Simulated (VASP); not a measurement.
# LiF (P4_3) in VASP: a series of runs

The runs below take LiF through single point, relaxation of cell and atoms, with PBE, PBEsol.

Program: VASP 6.6.1. These are calculated values, not measurements. Logs are shortened: lines on timing, memory, paths and dates and some standing lists are left out, and cuts for length are marked.

### Step 1. The cell of the first run

The structure is tetragonal, space group P4_3 (No. 78). Conventional cell: a = 5.176 Å, b = 5.176 Å, c = 2.768 Å, α = 90.00°, β = 90.00°, γ = 90.00°. Within 2.3 Å of Li (site symmetry 1) lie 4 F at 1.71 to 1.79 Å. Within 2.3 Å of F (site symmetry 1) lie 4 Li at 1.71 to 1.79 Å.

The cell was generated, and may not be a known phase.

### Step 2. Single point, PBE

The input, INCAR:

```
SYSTEM = LiF
PREC = Accurate ; ENCUT = 520
EDIFF = 1E-6 ; ISMEAR = 0
SIGMA = 0.1 ; LREAL = .False.
LASPH = .True. ; NELM = 60
ALGO = Normal ; ISIF = 2
LWAVE = .False. ; LCHARG = .False.
GGA = PE ; NBANDS = 30
```

The input, KPOINTS:

```
Automatic mesh
0
Gamma
  4 4 6
  0 0 0
```

The input, POSCAR:

```
LiF
1.0
    5.1758363400      0.0000000000      0.0000000000
    0.0000000000      5.1758363400      0.0000000000
    0.0000000000      0.0000000000      2.7675993400
Li F
4 4
Direct
    0.1032208100      0.3296015700      0.2416469600
    0.8967791900      0.6703984300      0.7416469600
    0.6703984300      0.1032208100      0.9916469600
    0.3296015700      0.8967791900      0.4916469600
    0.3296015700      0.1032208100      0.0083530400
    0.6703984300      0.8967791900      0.5083530400
    0.8967791900      0.3296015700      0.7583530400
    0.1032208100      0.6703984300      0.2583530400
```

Potentials or basis: VASP PAW PBE potentials, release 64 (Li_sv, F).

On the command line:

```console
> cat potpaw_PBE.64/Li_sv/POTCAR potpaw_PBE.64/F/POTCAR > POTCAR
> mpirun -np 1 vasp_std > vasp.out
```

OUTCAR:

```text
SYSTEM = LiF
   PREC = Accurate
   ENCUT = 520
   EDIFF = 1E-6
   ISMEAR = 0
   LREAL = .False.
   LASPH = .True.
   NELM = 60
   ISIF = 2
   GGA = PE

 ion  position               nearest neighbor table
   1  0.103  0.330  0.242-   7 1.71   8 1.76   5 1.78   7 1.79   2 2.48   2 2.48
   2  0.897  0.670  0.742-   8 1.71   7 1.76   6 1.78   8 1.79   1 2.48   1 2.48
   3  0.670  0.103  0.992-   6 1.71   5 1.76   7 1.78   6 1.79   4 2.48   4 2.48
   4  0.330  0.897  0.492-   5 1.71   6 1.76   8 1.78   5 1.79   3 2.48   3 2.48
   5  0.330  0.103  0.008-   4 1.71   3 1.76   1 1.78   4 1.79
   6  0.670  0.897  0.508-   3 1.71   4 1.76   2 1.78   3 1.79
   7  0.897  0.330  0.758-   1 1.71   2 1.76   3 1.78   1 1.79
   8  0.103  0.670  0.258-   2 1.71   1 1.76   4 1.78   2 1.79

  LATTYP: Found a simple tetragonal cell.
 ALAT       =     5.1758363400
 C/A-ratio  =     0.5347153886

  Lattice vectors:

 A1 = (   5.1758363400,   0.0000000000,   0.0000000000)
 A2 = (   0.0000000000,   5.1758363400,   0.0000000000)
 A3 = (   0.0000000000,   0.0000000000,   2.7675993400)

Analysis of symmetry for initial positions (statically):
=====================================================================
 Subroutine PRICEL returns:
 Original cell was already a primitive cell.

 Routine SETGRP: Setting up the symmetry group for a
 simple tetragonal supercell.

 Subroutine GETGRP returns: Found  4 space group operations
 (whereof  1 operations were pure point group operations)
 out of a pool of 16 trial point group operations.

The static configuration has the point symmetry C_1 .
 The point group associated with its full space group is C_1 .

Analysis of symmetry for dynamics (positions and initial velocities):
=====================================================================
 Subroutine PRICEL returns:
 Original cell was already a primitive cell.

 Routine SETGRP: Setting up the symmetry group for a
 simple tetragonal supercell.

 Subroutine GETGRP returns: Found  4 space group operations
 (whereof  1 operations were pure point group operations)
 out of a pool of 16 trial point group operations.

The dynamic configuration has the point symmetry C_1 .
 The point group associated with its full space group is C_1 .

 Subroutine INISYM returns: Found  4 space group operations
 (whereof  1 operations are pure point group operations),
 and found     1 'primitive' translations

[... 110 lines left out ...]
   NFREE  =      0    steps in history (QN), initial steepest desc. (CG)
   ISIF   =      2    stress and relaxation
   ISYM   =      2    0-nonsym 1-usesym 2-fastsym
   POTIM  = 0.5000    time-step for ionic-motion
   TEBEG  =    0.0;   TEEND  =   0.0 temperature during run
   PSTRESS=    0.0 pullay stress
   NELECT =      40.0000    total number of electrons
   NUPDOWN=      -1.0000    fix difference up-down
   EMIN   =  10.00;   EMAX   =-10.00  energy-range for DOS
   EFERMI =   0.00;   METHOD = LEGACY
   ISMEAR =     0;   SIGMA  =   0.10  broadening in eV -4-tet -1-fermi 0-gaus
   EFERMI_NEDOS =   21; number of points for ismear=-14 and -15
   IALGO  =     38    algorithm
   IMIX   =      4    mixing-type and parameters
     AMIX     =   0.40;   BMIX     =  1.00
     AMIX_MAG =   1.60;   BMIX_MAG =  1.00
  volume/ion in A,a.u.               =       9.27        62.54
  Fermi-wavevector in a.u.,A,eV,Ry     =   1.332724  2.518482 24.166015  1.776152
  Thomas-Fermi vector in A             =   2.461637
   LORBIT       =      0    0 simple, 1 ext, 2 COOP (PROOUT), +10 PAW based schemes
   GGA     = PE    functional components
   LHFCALC =     F    Hartree Fock is set to
   AEXX    =    0.0000 exact exchange contribution
   IVDW    =     0    specifies the selected vdW correction
   LEPSILON=     F    determine dielectric tensor
   LRPA    =     F    only Hartree local field effects (RPA)
 non-spin polarized calculation
 Gauss-broadening in eV      SIGMA  =   0.10
  energy-cutoff  :      520.00
  volume of cell :       74.14
 maximum number of plane-waves:      2030
 NGX is ok and might be reduce to    40
   NGX = 19   NGY = 19   NGZ = 11

 number of electron      39.9999981 magnetization

 Free energy of the ion-electron system (eV)
  ---------------------------------------------------
  ext. energy  EPLUGINS =         0.00000000
  ---------------------------------------------------
  free energy    TOTEN  =       -36.91722413 eV

  energy without entropy =      -36.91722413  energy(sigma->0) =      -36.91722413

 E-fermi :  -1.3398     XC(G=0):  -8.9156

 val. band max:       -1.9707555586   @ k =   0.5000   0.5000   0.1667
 cond. band min:       5.5169216438   @ k =   0.0000   0.0000   0.0000
 fundamental gap:      7.4876772025
 Fermi energy:        -1.3398239776

 k-point     1 :       0.0000    0.0000    0.0000
  band No.  band energies     occupation
      1     -42.3654      2.00000
      2     -42.2919      2.00000
      3     -42.2378      2.00000
      4     -42.2378      2.00000
      5     -21.8976      2.00000
      6     -21.7573      2.00000
[... 781 lines left out ...]
     29      16.0367      0.00000
     30      16.0367      0.00000

------------------------ aborting loop because EDIFF is reached ----------------------------------------

  FORCE on cell =-STRESS in cart. coord.  units (eV):
  Direction    XX          YY          ZZ          XY          YZ          ZX
  --------------------------------------------------------------------------------------
  -------------------------------------------------------------------------------------
  Total        8.1818039      8.1818039      8.9759568      0.0000001     -0.0000000      0.0000000
  in kB      176.8053333    176.8053333    193.9666412      0.0000019     -0.0000000      0.0000000
  external PRESSURE =     182.5257693 kB  Pullay stress =       0.0000000 kB

 VOLUME and BASIS-vectors are now :
 -----------------------------------------------------------------------------
  energy-cutoff  :      520.00
  volume of cell :       74.14
      direct lattice vectors                 reciprocal lattice vectors
     5.175836340  0.000000000  0.000000000     0.193205491  0.000000000  0.000000000
     0.000000000  5.175836340  0.000000000     0.000000000  0.193205491  0.000000000
     0.000000000  0.000000000  2.767599340     0.000000000  0.000000000  0.361323977

 POSITION                                       TOTAL-FORCE (eV/Angst)
 -----------------------------------------------------------------------------------
      0.53425      1.70596      0.66878         0.522270     -0.188688      0.376601
      4.64158      3.46987      2.05258        -0.522270      0.188688      0.376601
      3.46987      0.53425      2.74448         0.188688      0.522270      0.376601
      1.70596      4.64158      1.36068        -0.188688     -0.522270      0.376601
      1.70596      0.53425      0.02312        -0.599485      1.153098     -0.376601
      3.46987      4.64158      1.40692         0.599485     -1.153098     -0.376601
      4.64158      1.70596      2.09882        -1.153098     -0.599485     -0.376601
      0.53425      3.46987      0.71502         1.153098      0.599485     -0.376601
 -----------------------------------------------------------------------------------
    total drift:                                0.000000     -0.000000      0.002853

  FREE ENERGIE OF THE ION-ELECTRON SYSTEM (eV)
  ---------------------------------------------------
  free  energy   TOTEN  =       -36.9172241347 eV

  energy  without entropy=      -36.9172241347  energy(sigma->0) =      -36.91722413
```

OSZICAR:

```text
N       E                     dE             d eps       ncg     rms          rms(c)
DAV:   1     0.332156181575E+03    0.33216E+03   -0.21411E+04  1448   0.148E+03
DAV:   2    -0.899347591976E+01   -0.34115E+03   -0.32826E+03  1580   0.395E+02
DAV:   3    -0.359393248784E+02   -0.26946E+02   -0.26715E+02  2310   0.947E+01
DAV:   4    -0.409006312605E+02   -0.49613E+01   -0.49501E+01  2346   0.266E+01
DAV:   5    -0.409734259846E+02   -0.72795E-01   -0.72794E-01  1934   0.426E+00    0.112E+01
DAV:   6    -0.369957556727E+02    0.39777E+01   -0.10742E+01  1644   0.199E+01    0.320E+00
DAV:   7    -0.369217825695E+02    0.73973E-01   -0.94368E-01  2036   0.437E+00    0.242E+00
DAV:   8    -0.369174415326E+02    0.43410E-02   -0.32459E-01  1668   0.425E+00    0.886E-01
DAV:   9    -0.369110399710E+02    0.64016E-02   -0.70990E-02  1802   0.160E+00    0.214E-01
DAV:  10    -0.369167418577E+02   -0.57019E-02   -0.59174E-03  1572   0.466E-01    0.404E-02
DAV:  11    -0.369171577470E+02   -0.41589E-03   -0.59109E-04  1748   0.152E-01    0.224E-02
DAV:  12    -0.369172212816E+02   -0.63535E-04   -0.88517E-05  1722   0.592E-02    0.670E-03
DAV:  13    -0.369172233174E+02   -0.20358E-05   -0.98979E-06  1912   0.180E-02    0.310E-03
DAV:  14    -0.369172241347E+02   -0.81726E-06   -0.16322E-06  1334   0.823E-03
   1 F= -.36917224E+02 E0= -.36917224E+02  d E =-.255110E-19
```

stdout:

```text
POSCAR found type information on POSCAR LiF
 POSCAR found :  2 types and       8 ions
 scaLAPACK will be used
 LDA part: xc-table for (Slater+PW92), standard interpolation
 POSCAR, INCAR and KPOINTS ok, starting setup
 FFT: planning ... GRIDC
 FFT: planning ... GRID_SOFT
 FFT: planning ... GRID
 WAVECAR not read
 entering main loop
```

It took 41 s on 1 thread of AMD EPYC 7R13 (Zen 3), shared host; peak memory 0.16 GiB.

Results:

```
Free energy            : -36.9172 eV
Largest force          : 1.353 eV/Å
Band gap on the k mesh : 7.49 eV (least direct gap 7.51 eV)
```

Forces in eV/Å, atoms in the order of the input:
```
Li   0.522 -0.189  0.377
Li  -0.522  0.189  0.377
Li   0.189  0.522  0.377
Li  -0.189 -0.522  0.377
F   -0.599  1.153 -0.377
F    0.599 -1.153 -0.377
F   -1.153 -0.599 -0.377
F    1.153  0.599 -0.377
```

Caveat: the cutoff is under 1.25 times the usual one of these potentials, so pressure, stress and relaxed cells hold a basis-set (Pulay) error; forces of over 1 eV/Å act on the atoms, so gaps and moduli don't describe the material at rest. A k mesh can miss the band edges.

### Step 3. Single point, PBE

This run uses another cell than the first one, of 11.40 Å³/atom.

The input, INCAR:

```
SYSTEM = LiF
PREC = Accurate
ENCUT = 520
EDIFF = 1E-6
ISMEAR = 0
SIGMA = 0.1
LREAL = .FALSE.
LASPH = .TRUE.
NELM = 60
ALGO = Normal
ISIF = 2
LWAVE = .FALSE.
LCHARG = .TRUE.
GGA = PE
LELF = .TRUE.
LVHAR = .TRUE.
NBANDS = 30
```

The input, KPOINTS:

```
regular mesh
0
G
  4 4 6
  0 0 0
```

The input, POSCAR:

```
LiF
1.0
    5.5790252042      0.0000000000      0.0000000000
    0.0000000000      5.5790252042      0.0000000000
    0.0000000000      0.0000000000      2.9313252982
Li F
4 4
Direct
    0.1015593284      0.3338355591      0.2459105165
    0.8984406716      0.6661644409      0.7459105165
    0.6661644409      0.1015593284      0.9959105165
    0.3338355591      0.8984406716      0.4959105165
    0.3267898527      0.1234768005      0.0040894835
    0.6732101473      0.8765231995      0.5040894835
    0.8765231995      0.3267898527      0.7540894835
    0.1234768005      0.6732101473      0.2540894835
```

Potentials or basis: VASP PAW PBE potentials, release 64 (Li_sv, F).

On the command line:

```console
> cat potpaw_PBE.64/Li_sv/POTCAR potpaw_PBE.64/F/POTCAR > POTCAR
> mpirun -np 1 vasp_std > vasp.out
```

It took 45 s on 1 thread of AMD EPYC 7R13 (Zen 3), shared host; peak memory 0.18 GiB.

It converged, with:

* Free energy: -37.9919 eV
* Largest force: 0.009 eV/Å
* Band gap on the k mesh: 7.00 eV

Forces on the atoms (eV/Å):
```
Li   0.000 -0.001  0.008
Li   0.000  0.001  0.008
Li   0.001  0.000  0.008
Li  -0.001  0.000  0.008
F    0.000 -0.003 -0.008
F    0.000  0.003 -0.008
F    0.003  0.000 -0.008
F   -0.003  0.000 -0.008
```

Levels at points of the mesh, in eV from the valence-band top:
```tsv
k point	band 17	band 18	band 19	band 20	band 21	band 22	band 23	band 24
(0.00, 0.00, 0.00)	-0.18	-0.18	-0.05	0.00	7.00	10.18	10.93	10.93
(0.50, 0.00, 0.00)	-0.27	-0.27	-0.01	-0.01	7.97	8.49	10.85	12.21
(0.50, 0.50, 0.00)	-0.33	-0.08	-0.04	-0.04	8.39	8.82	10.32	10.32
(0.00, 0.00, 0.50)	-0.46	-0.46	-0.27	-0.27	10.54	10.54	12.41	12.41
(0.50, 0.00, 0.50)	-0.43	-0.43	-0.29	-0.29	10.81	10.81	11.70	11.70
(0.50, 0.50, 0.50)	-0.46	-0.46	-0.41	-0.41	10.78	10.78	11.57	11.57
```

Caveat: the cutoff is under 1.25 times the usual one of these potentials, so pressure, stress and relaxed cells hold a basis-set (Pulay) error.

### Step 4. Single point, PBEsol

This run uses another cell than the first one, of 11.44 Å³/atom.

The input, INCAR:

```
PREC = Accurate
ENCUT = 520
EDIFF = 1E-6
ISMEAR = 0
SIGMA = 0.02
LREAL = F
LASPH = T
NELM = 100
ALGO = Normal
ISIF = 2
LWAVE = F
LCHARG = F
GGA = PS
NBANDS = 30
```

The input, KPOINTS:

```
regular mesh
0
Gamma
  4 4 8
```

The input, POSCAR:

```
LiF
1.0
    5.5843981471      0.0000000000      0.0000000000
    0.0000000000      5.5843981471      0.0000000000
    0.0000000000      0.0000000000      2.9346080016
Li F
4 4
Direct
    0.1015344207      0.3339169789      0.2457606014
    0.8984655793      0.6660830211      0.7457606014
    0.6660830211      0.1015344207      0.9957606014
    0.3339169789      0.8984655793      0.4957606014
    0.3267848078      0.1231954191      0.0042393986
    0.6732151922      0.8768045809      0.5042393986
    0.8768045809      0.3267848078      0.7542393986
    0.1231954191      0.6732151922      0.2542393986
```

On the command line:

```console
> cat potpaw_PBE.64/Li_sv/POTCAR potpaw_PBE.64/F/POTCAR > POTCAR
> mpirun -np 1 vasp_std > vasp.out
```

Wall time 58 s (1 thread of AMD EPYC 7R13 (Zen 3), shared host); peak memory 0.19 GiB.

It converged, with:

| Item | Value |
| --- | --- |
| Free energy | -38.6069 eV |
| Largest force | 0.059 eV/Å |
| Band gap on the k mesh | 6.92 eV |

Forces in eV/Å, atoms in the order of the input:
```
Li  -0.011 -0.003  0.005
Li   0.011  0.003  0.005
Li   0.003 -0.011  0.005
Li  -0.003  0.011  0.005
F    0.016 -0.056 -0.005
F   -0.016  0.056 -0.005
F    0.056  0.016 -0.005
F   -0.056 -0.016 -0.005
```

Levels at points of the mesh, in eV from the valence-band top:
```tsv
k point	band 18	band 19	band 20	band 21	band 22	band 23
(0.00, 0.00, 0.00)	-0.18	-0.05	0.00	6.92	10.07	10.83
(0.50, 0.00, 0.00)	-0.27	-0.01	-0.01	7.93	8.36	10.74
(0.50, 0.50, 0.00)	-0.08	-0.04	-0.04	8.36	8.67	10.21
(0.00, 0.00, 0.50)	-0.46	-0.27	-0.27	10.45	10.45	12.25
(0.50, 0.00, 0.50)	-0.43	-0.29	-0.29	10.69	10.69	11.59
(0.50, 0.50, 0.50)	-0.46	-0.41	-0.41	10.63	10.63	11.49
```

Caveat: the cutoff is under 1.25 times the usual one of these potentials, so pressure, stress and relaxed cells hold a basis-set (Pulay) error; the PAW data sets were made with another functional, which shifts forces and pressure a little. A k mesh can miss the band edges.

### Step 5. Relaxation of cell and atoms, PBE

The input, INCAR:

```
PREC = Accurate
ENCUT = 600
EDIFF = 1E-7
ISMEAR = 0
SIGMA = 0.1
LREAL = False
LASPH = True
NELM = 60
ALGO = Normal
ISIF = 3
LWAVE = False
LCHARG = False
GGA = PE
IBRION = 2
NSW = 90
EDIFFG = -0.04
```

The input, KPOINTS:

```
regular mesh
0
Gamma
  4 4 6
```

The input, POSCAR:

```
LiF
1.0
    5.1758363400      0.0000000000      0.0000000000
    0.0000000000      5.1758363400      0.0000000000
    0.0000000000      0.0000000000      2.7675993400
Li F
4 4
Direct
    0.1032208100      0.3296015700      0.2416469600
    0.8967791900      0.6703984300      0.7416469600
    0.6703984300      0.1032208100      0.9916469600
    0.3296015700      0.8967791900      0.4916469600
    0.3296015700      0.1032208100      0.0083530400
    0.6703984300      0.8967791900      0.5083530400
    0.8967791900      0.3296015700      0.7583530400
    0.1032208100      0.6703984300      0.2583530400
```

On the command line:

```console
> cat potpaw_PBE.64/Li_sv/POTCAR potpaw_PBE.64/F/POTCAR > POTCAR
> mpirun -np 1 vasp_std > vasp.out
```

Run time: 4.3 min. Hardware: 1 thread of AMD EPYC 7R13 (Zen 3), shared host; peak memory 0.18 GiB.

The run converged. Its results:

```yaml
Free_energy: -37.9543 eV
Relaxed_volume: 11.37 Å³/atom
Relaxed_cell: a = 5.581 Å, b = 5.581 Å, c = 2.920 Å, α = 90.00°, β = 90.00°, γ = 90.00°
Space_group_after_relaxing_to_0.1_Å: P4_3 (No. 78)
Energy_gained_by_relaxing: 128.1 meV/atom
Ionic_steps: 10
Pressure_after_relaxing: 0.1 GPa
Largest_force_after_relaxing: 0.019 eV/Å
Band_gap_on_the_k_mesh: 6.98 eV
```

Forces in eV/Å, atoms in the order of the input:
```
Li  -0.018  0.001  0.005
Li   0.018 -0.001  0.005
Li  -0.001 -0.018  0.005
Li   0.001  0.018  0.005
F    0.007  0.017 -0.005
F   -0.007 -0.017 -0.005
F   -0.017  0.007 -0.005
F    0.017 -0.007 -0.005
```

Stress tensor (GPa, compression positive):
```
-0.01  0.00  0.00
 0.00 -0.01  0.00
 0.00  0.00  0.25
```

The path:
| step | energy change (eV) | largest force (eV/Å) | pressure (GPa) | volume (Å³) |
| --- | --- | --- | --- | --- |
| 1 | 0.0000 | 1.3512 | 17.96 | 74.14 |
| 2 | -0.9204 | 0.2341 | 3.55 | 85.86 |
| 3 | -0.9619 | 0.3427 | -0.01 | 91.03 |
| 4 | -0.9652 | 0.3226 | 0.62 | 90.00 |
| 5 | -0.9984 | 0.1857 | 0.01 | 91.02 |
| 6 | -1.0103 | 0.1195 | -0.53 | 92.11 |
| 7 | -1.0175 | 0.0987 | -0.25 | 91.59 |
| 8 | -1.0229 | 0.0642 | 0.43 | 90.41 |
| 9 | -1.0231 | 0.0671 | 0.32 | 90.58 |
| 10 | -1.0250 | 0.0189 | 0.08 | 90.94 |

Final structure:
```xyz
8
Lattice="5.5810 0.0000 0.0000 0.0000 5.5810 0.0000 0.0000 0.0000 2.9197" Properties=species:S:1:pos:R:3 pbc="T T T"
Li    0.5749    1.8623    0.7205
Li    5.0061    3.7187    2.1804
Li    3.7187    0.5749    2.9103
Li    1.8623    5.0061    1.4504
F     1.8232    0.6848    0.0094
F     3.7578    4.8962    1.4693
F     4.8962    1.8232    2.1992
F     0.6848    3.7578    0.7394
```

Levels at points of the mesh, in eV from the valence-band top:
```csv
k point,band 17,band 18,band 19,band 20,band 21,band 22,band 23,band 24
"(0.00, 0.00, 0.00)",-0.19,-0.19,-0.05,0.00,6.98,10.16,10.92,10.92
"(0.50, 0.00, 0.00)",-0.28,-0.28,-0.01,-0.01,7.92,8.51,10.84,12.21
"(0.50, 0.50, 0.00)",-0.34,-0.09,-0.04,-0.04,8.33,8.84,10.31,10.31
"(0.00, 0.00, 0.50)",-0.47,-0.47,-0.28,-0.28,10.52,10.52,12.44,12.44
"(0.50, 0.00, 0.50)",-0.44,-0.44,-0.31,-0.31,10.80,10.80,11.71,11.71
"(0.50, 0.50, 0.50)",-0.48,-0.48,-0.42,-0.42,10.80,10.80,11.55,11.55
```

Caveat: the cutoff is under 1.25 times the usual one of these potentials, so pressure, stress and relaxed cells hold a basis-set (Pulay) error; the volume moved by over 15 % at a fixed basis, so the end points are rough. A k mesh can miss the band edges.

### Step 6. Overview

| task | level | cell | k mesh | cutoff (eV) | smearing | gap on the mesh (eV) | largest force (eV/Å) |
| --- | --- | --- | --- | --- | --- | --- | --- |
| single point | PBE | a = 5.176, b = 5.176, c = 2.768 Å, 8 atoms, atomic positions A | 4 × 4 × 6 | 520 | gaussian 0.1 eV | 7.49 | 1.35 |
| single point | PBE | a = 5.579, b = 5.579, c = 2.931 Å, 8 atoms, atomic positions B | 4 × 4 × 6 | 520 | gaussian 0.1 eV | 7.00 | 0.01 |
| single point | PBEsol | a = 5.584, b = 5.584, c = 2.935 Å, 8 atoms, atomic positions C | 4 × 4 × 8 | 520 | gaussian 0.02 eV | 6.92 | 0.06 |
| relaxation of cell and atoms | PBE | relaxed from a = 5.176, b = 5.176, c = 2.768 Å, 8 atoms, atomic positions A | 4 × 4 × 6 | 600 | gaussian 0.1 eV | 6.98 | 0.02 |

Alike in all rows: potentials or basis VASP PAW PBE potentials, release 64 (Li_sv, F); no spin polarisation.

Caveats: the cutoff is under 1.25 times the usual one of these potentials, so pressure, stress and relaxed cells hold a basis-set (Pulay) error; forces of over 1 eV/Å act on the atoms, so gaps and moduli don't describe the material at rest (at least some runs); the PAW data sets were made with another functional, which shifts forces and pressure a little (at least some runs); the volume moved by over 15 % at a fixed basis, so the end points are rough (at least some runs).

Absolute energies hang on the potentials; compare differences alone.
